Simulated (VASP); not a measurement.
# GaCuSe2 (I-42d) in VASP: further runs, part 2 of 2

VASP 6.6.1. The steps go on from the part before.

**3. Single point, r2SCAN (22.47 Å³/atom)**

This run uses another cell than the first one, of 22.47 Å³/atom.

Contents of POSCAR:

```
GaCuSe2
1.0
   -2.8318951504      2.8318951504      5.6042262244
    2.8318951504     -2.8318951504      5.6042262244
    2.8318951504      2.8318951504     -5.6042262244
Ga Cu Se
2 2 4
Direct
    0.5000000000      0.5000000000      0.0000000000
    0.2500000000      0.7500000000      0.5000000000
    0.0000000000      0.0000000000      0.0000000000
    0.7500000000      0.2500000000      0.5000000000
    0.3750000000      0.3713580581      0.4963580581
    0.6286419419      0.1250000000      1.0036419419
    0.8750000000      0.8786419419      0.5036419419
    0.1213580581      0.6250000000     -0.0036419419
```

Contents of INCAR.step1:

```
  PREC = Accurate
  ENCUT = 520
  ISMEAR = 0
  SIGMA = 0.01
  LREAL = False
  LASPH = True
  NELM = 100
  NBANDS = 46
  GGA = PE
  ALGO = Normal
  EDIFF = 1E-4
  LWAVE = True
  LCHARG = False
```

Contents of INCAR.step2:

```
  PREC = Accurate
  ENCUT = 520
  EDIFF = 1E-6
  ISMEAR = 0
  SIGMA = 0.01
  LREAL = False
  LASPH = True
  NELM = 100
  ALGO = Normal
  ISIF = 2
  LWAVE = False
  LCHARG = False
  METAGGA = R2SCAN
  LMIXTAU = True
  NBANDS = 46
  ISTART = 1
```

Contents of KPOINTS:

```
regular mesh
0
Gamma
  6 6 6
```

Potentials or basis: VASP PAW PBE potentials, release 64 (Ga_d, Cu, Se).

On the command line:

```
cat potpaw_PBE.64/Ga_d/POTCAR potpaw_PBE.64/Cu/POTCAR potpaw_PBE.64/Se/POTCAR > POTCAR
cp INCAR.step1 INCAR
mpirun -np 1 vasp_std > vasp.out
cp INCAR.step2 INCAR
mpirun -np 1 vasp_std > vasp.out
```

OUTCAR:

```text
PREC = Accurate
   ENCUT = 520
   EDIFF = 1E-6
   ISMEAR = 0
   LREAL = False
   LASPH = True
   NELM = 100
   ISIF = 2
   METAGGA = R2SCAN
   ISTART = 1

 ion  position               nearest neighbor table
   1  0.500  0.500  0.000-   7 2.46   6 2.46   8 2.46   5 2.46
   2  0.250  0.750  0.500-   6 2.46   5 2.46   7 2.46   8 2.46
   3  0.000  0.000  0.000-   5 2.43   7 2.43   8 2.43   6 2.43
   4  0.750  0.250  0.500-   5 2.43   6 2.43   8 2.43   7 2.43
[... 1395 lines left out ...]
  Total       -2.1046999     -2.1046999     -2.0945118      0.0000000     -0.0000000      0.0000000
  in kB      -18.7573194    -18.7573194    -18.6665215      0.0000000     -0.0000000      0.0000000
  external PRESSURE =     -18.7270534 kB  Pullay stress =       0.0000000 kB

 VOLUME and BASIS-vectors are now :
 -----------------------------------------------------------------------------
  energy-cutoff  :      520.00
  volume of cell :      179.78
      direct lattice vectors                 reciprocal lattice vectors
    -2.831895150  2.831895150  5.604226224     0.000000000  0.176560209  0.089218383
     2.831895150 -2.831895150  5.604226224     0.176560209  0.000000000  0.089218383
     2.831895150  2.831895150 -5.604226224     0.176560209  0.176560209  0.000000000

 POSITION                                       TOTAL-FORCE (eV/Angst)
 -----------------------------------------------------------------------------------
      0.00000      0.00000      5.60423         0.000000      0.000000      0.000000
      2.83190     -0.00000      2.80211         0.000000      0.000000     -0.000000
      0.00000      0.00000      0.00000         0.000000      0.000000      0.000000
     -0.00000      2.83190      2.80211        -0.000000      0.000000     -0.000000
      1.39532      1.41595      1.40106         0.044107      0.000000      0.000000
     -1.41595      1.43657      4.20317         0.000000     -0.044107      0.000000
      1.43657      1.41595      7.00528        -0.044107      0.000000      0.000000
      4.24784      1.39532     -1.40106         0.000000      0.044107      0.000000
 -----------------------------------------------------------------------------------
    total drift:                                0.000013      0.000013     -0.000306

  FREE ENERGIE OF THE ION-ELECTRON SYSTEM (eV)
  ---------------------------------------------------
  free  energy   TOTEN  =      -106.3735289476 eV

  energy  without entropy=     -106.3735289476  energy(sigma->0) =     -106.37352895
```

OUTCAR.step1:

```text
PREC = Accurate
   ENCUT = 520
   ISMEAR = 0
   LREAL = False
   LASPH = True
[... 1423 lines left out ...]
      1.39532      1.41595      1.40106        -0.117311      0.000000      0.000000
     -1.41595      1.43657      4.20317         0.000000      0.117311     -0.000000
      1.43657      1.41595      7.00528         0.117311      0.000000     -0.000000
      4.24784      1.39532     -1.40106        -0.000000     -0.117311      0.000000
 -----------------------------------------------------------------------------------
    total drift:                               -0.000002     -0.000002     -0.000007

  FREE ENERGIE OF THE ION-ELECTRON SYSTEM (eV)
  ---------------------------------------------------
  free  energy   TOTEN  =       -31.1212973056 eV

  energy  without entropy=      -31.1212973051  energy(sigma->0) =      -31.12129731
```

OSZICAR.step1:

```text
N       E                     dE             d eps       ncg     rms          rms(c)
DAV:   1     0.712206882880E+03    0.71221E+03   -0.31161E+04  2876   0.205E+03
DAV:   2     0.979370642358E+02   -0.61427E+03   -0.59064E+03  2812   0.558E+02
DAV:   3    -0.230099949995E+02   -0.12095E+03   -0.11673E+03  3372   0.205E+02
DAV:   4    -0.323500782278E+02   -0.93401E+01   -0.92301E+01  3730   0.555E+01
DAV:   5    -0.326677961926E+02   -0.31772E+00   -0.31704E+00  3806   0.112E+01    0.116E+01
DAV:   6    -0.328290338911E+02   -0.16124E+00   -0.28994E+01  3914   0.822E+01    0.880E+00
DAV:   7    -0.310458825663E+02    0.17832E+01   -0.71432E+00  3644   0.623E+01    0.352E+00
DAV:   8    -0.312134230564E+02   -0.16754E+00   -0.29397E+00  4296   0.197E+01    0.283E+00
DAV:   9    -0.311219510773E+02    0.91472E-01   -0.88016E-01  3888   0.155E+01    0.561E-01
DAV:  10    -0.311202167696E+02    0.17343E-02   -0.59359E-02  3842   0.423E+00    0.148E-01
DAV:  11    -0.311214316150E+02   -0.12148E-02   -0.93168E-03  3946   0.110E+00    0.116E-01
DAV:  12    -0.311212761086E+02    0.15551E-03   -0.11948E-03  3258   0.622E-01    0.205E-02
DAV:  13    -0.311212973056E+02   -0.21197E-04   -0.16964E-04  2144   0.774E-02
   1 F= -.31121297E+02 E0= -.31121297E+02  d E =-.486819E-09
```

Wall time 30 min (1 thread of Intel Xeon Platinum 8259CL at 2.50GHz (Skylake/Cascade Lake), shared host); peak memory 0.55 GiB.

Results:

```
Free energy            : -106.3735 eV
Pressure               : -1.9 GPa
Largest force          : 0.044 eV/Å
Band gap on the k mesh : 0.42 eV
```

Forces in eV/Å, atoms in the order of the input:
```
Ga   0.000  0.000  0.000
Ga   0.000  0.000  0.000
Cu   0.000  0.000  0.000
Cu   0.000  0.000  0.000
Se   0.044  0.000  0.000
Se   0.000 -0.044  0.000
Se  -0.044  0.000  0.000
Se   0.000  0.044  0.000
```

Caveat: semilocal functionals underestimate gaps, and a narrow one can read as zero; the PAW data sets were made with another functional, which shifts forces and pressure a little. r2SCAN opens gaps a little over a GGA but as a rule still falls short of measured ones.

**4. Comparison with measurements**

Step 2. Measured gap of GaCuSe2: 1.72 eV (“Growth and anisotropy of transport properties of CuGaSe2 single crystals”, 2018, pmc:6251020). This calculation gives 0.56 eV (-1.16 eV). So large a miss can be the level of theory's own, or it may mean another phase, state or a wrong row. 2 values of this kind are on record in papers (1.7 to 1.72 eV); this one was drawn at random among those near their median. Spin-orbit coupling on Ga, Se is left out. The value is that of r2SCAN, without temperature or zero-point motion.
